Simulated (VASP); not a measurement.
A run of VASP 6.6.1:

File INCAR:

```
SYSTEM = Al32H
PREC = Accurate
ENCUT = 520
EDIFF = 1E-7
ISMEAR = -1
SIGMA = 0.05
LREAL = Auto
LASPH = .TRUE.
NELM = 60
ALGO = Normal
ISIF = 2
LWAVE = .FALSE.
LCHARG = .FALSE.
GGA = PE
IVDW = 12
NBANDS = 70
```

The input KPOINTS:

```
Automatic mesh
0
G
  3 3 3
  0 0 0
```

POSCAR

```
Al32H
1.0
    8.1000000000      0.0000000000      0.0000000000
    0.0000000000      8.1000000000      0.0000000000
    0.0000000000      0.0000000000      8.1000000000
Al H
32 1
Direct
    0.5058143535     -0.0002162021     -0.0000909350
    0.7500008471      0.2512064977     -0.0000165939
    0.7500017486     -0.0000301989      0.2512502391
   -0.0057824515     -0.0002145964     -0.0000902809
    0.2499906912      0.2563478153     -0.0001009453
    0.5013008957      0.5000616062     -0.0000109124
    0.7500037016      0.7486859811     -0.0000049762
    0.2499912876     -0.0002248496      0.2559953214
    0.4996600791      0.2496928470      0.2496703373
    0.7500017959      0.5000482413      0.2508839170
    0.5012784019     -0.0000248830      0.5000253250
    0.7500021398      0.2509106801      0.5000234572
    0.7500029481     -0.0000185646      0.7487043130
   -0.0013054018      0.5000644534     -0.0000104609
    0.2499922812      0.7444844458     -0.0000836474
    0.0003466226      0.2496895744      0.2496660916
    0.2499987957      0.5000472336      0.2512762071
    0.4996067446      0.7504509439      0.2496328264
   -0.0012826587     -0.0000238068      0.5000265220
    0.2499984781      0.2512107851      0.5000095304
    0.5008704315      0.5000426546      0.5000173762
    0.7500010223      0.7491535649      0.5000114169
    0.2499919417     -0.0002074072      0.7443506928
    0.4996196801      0.2496695862      0.7503967193
    0.7500013248      0.5000362018      0.7491420477
    0.0003974362      0.7504516992      0.2496342564
   -0.0008680504      0.5000415396      0.5000169060
    0.2499995497      0.7486803322      0.5000403616
    0.0003858767      0.2496687667      0.7503998256
    0.2499992460      0.5000780119      0.7486751079
    0.4996264545      0.7504484837      0.7504084441
    0.0003768867      0.7504470932      0.7504061741
    0.2502688397      0.0069117896      1.0029076960
```

Potentials or basis: VASP PAW PBE potentials, release 64 (Al, H).

The run is started by

```bash
$ cat potpaw_PBE.64/Al/POTCAR potpaw_PBE.64/H/POTCAR > POTCAR
$ mpirun -np 1 vasp_std > vasp.out
```

Hardware: 1 thread of Intel(R) Xeon(R) 6975P-C (Granite Rapids), with other jobs on the host.

How long does it take, and how much memory?

Wall time 18 min on 1 thread of Intel(R) Xeon(R) 6975P-C (Granite Rapids), with other jobs on the host, peak memory 0.65 GiB. Counts: scf iterations 17, k points 14.
